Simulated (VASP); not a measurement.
**C: single point with PBEsol**

The system is C.

```
C
1.0
     0.00000    3.68194   -3.68194
    -3.68194    0.00000   -3.68194
    -3.68194    3.68194    0.00000
C
16
Direct
  0.68900 0.67763 0.22247
  0.13881 0.68472 0.25862
  0.66008 0.21298 0.22131
  0.15579 0.19801 0.25748
  0.65961 0.69551 0.76389
  0.17406 0.71325 0.75068
  0.65521 0.16795 0.74455
  0.16291 0.18458 0.75001
  0.80497 0.31210 0.36405
  0.29534 0.31796 0.36258
  0.79576 0.82438 0.33984
  0.31572 0.77833 0.39401
  0.77150 0.33806 0.89218
  0.27930 0.30213 0.91077
  0.78460 0.81904 0.87501
  0.26976 0.83607 0.87135
```

This cell differs from its parent crystal: dynamics (nvt langevin) at 2600 K, volume x 1.1, from the last frame before.

```
Program             : VASP 6.6.1
Task                : single point
Functional          : PBEsol
Potentials or basis : VASP PAW PBE potentials, release 64 (C)
Cutoff              : 520 eV
k mesh              : 2 × 2 × 2, shifted
Occupations         : fermi-dirac, width 0.2241 eV
Spin                : no spin polarisation
```

```
Pressure               : -27.3 GPa
Largest force          : 6.608 eV/Å
Band gap on the k mesh : 3.65 eV
```

Forces in eV/Å, atoms in the order of the input:
```
C   -4.596  1.181  2.028
C    0.786  2.097 -4.302
C   -0.828  4.089  2.691
C    2.862  2.870  0.689
C    1.807 -2.836 -0.071
C    3.859 -0.743  4.561
C   -4.536  0.083 -2.735
C   -3.643 -0.968 -1.510
C   -0.952 -0.836  2.491
C   -2.137 -0.265  1.788
C   -2.956  1.466  2.060
C   -1.347 -4.564 -0.963
C    5.928 -2.272 -1.835
C    3.506 -3.074 -2.946
C    2.156 -0.348 -1.443
C    0.091  4.119 -0.502
```

Stress tensor (GPa, compression positive):
```
-27.47  -1.95   0.32
 -1.95 -27.38   3.06
  0.32   3.06 -26.92
```

Levels at points of the mesh, in eV from the valence-band top:
| k point | band 28 | band 29 | band 30 | band 31 | band 32 | band 33 | band 34 | band 35 | band 36 | band 37 |
| --- | --- | --- | --- | --- | --- | --- | --- | --- | --- | --- |
| (0.25, 0.25, 0.25) | -2.17 | -1.95 | -1.29 | -0.26 | 0.00 | 3.65 | 3.89 | 4.41 | 4.98 | 5.30 |

It took 24 s on 1 thread of Intel(R) Xeon(R) Platinum 8488C (Sapphire Rapids) (shared host), peak memory 0.22 GiB.

Caveat: the cell stands under tension; the atoms stand as in a frame of molecular dynamics; the PAW data sets were made with another functional, which shifts forces and pressure a little; a shifted mesh leaves out Γ, where band edges can lie. A k mesh can miss the band edges.
